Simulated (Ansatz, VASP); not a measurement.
One calculation of Nb, two programs

```
Nb
1.0
     2.86959    0.00000    0.00000
    -1.43479    2.48514    0.00000
     0.00000    0.00000    5.26191
Nb
2
Direct
  0.33333 0.66667 0.75000
  0.66667 0.33333 0.25000
```

Alike in both runs: functional PBE; k mesh 8 × 8 × 4; occupations gaussian, width 0.05 eV; no spin polarisation.

Ansatz relaxed the structure, and its values are those at the end. VASP's run is a single point on that final structure, the one shown.

```csv
,VASP,Ansatz
version,VASP 6.6.1,Ansatz 0.2.0
potentials or method,"VASP PAW PBE potentials, release 64 (Nb_sv), cutoff 500 eV","scalar-relativistic, plane waves, PAW"
valence electrons in the cell,26,26
```

```csv
,VASP,Ansatz,Ansatz less VASP
gap on the k mesh at the Fermi level (eV),none,none,-
pressure (GPa),-0.4,0.0,+0.35
```

A gap of «none» marks a metal or a gap that the smearing closes.
